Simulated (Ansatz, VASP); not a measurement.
# One calculation of Al2Cu, two programs

```
Cu Al
1.0
    -3.05359    3.05359    2.45465
     3.05359   -3.05359    2.45465
     3.05359    3.05359   -2.45465
Cu Al
2 4
Direct
  0.25000 0.25000 0.00000
  0.75000 0.75000 0.00000
  0.34190 0.15810 0.50000
  0.84190 0.34190 0.18380
  0.65810 0.84190 0.50000
  0.15810 0.65810 0.81620
```

Alike in both runs: task single point; functional LDA; k mesh 7 × 7 × 7; occupations fermi-dirac, width 0.05 eV; no spin polarisation.

|  | VASP | Ansatz |
| --- | --- | --- |
| version | VASP 6.6.1 | Ansatz 0.2.0 |
| potentials or method | VASP PAW LDA potentials, release 64 (Cu, Al) | Ansatz PAW |
| plane-wave cutoff (eV) | 520 | 420 |
| valence electrons in the cell | 34 | 50 |

```csv
,VASP,Ansatz,Ansatz less VASP
gap on the k mesh at the Fermi level (eV),none,none,-
pressure (GPa),-7.7,-8.0,-0.28
"traceless stress, the component that is largest in VASP (GPa)",0.07,0.07,+0.005
rms of the force components (eV/Å),0.049,0.051,+0.0019
```

LDA's correlation is that of Perdew and Zunger in VASP and of Perdew and Wang (1992) in Ansatz. Atom by atom the forces differ by 0.002 eV/Å (rms over components). A gap of «none» marks a metal or a gap that the smearing closes. VASP's potentials hold 34 valence electrons a cell and Ansatz's 50, so a difference there can come from the potentials and not from the codes.
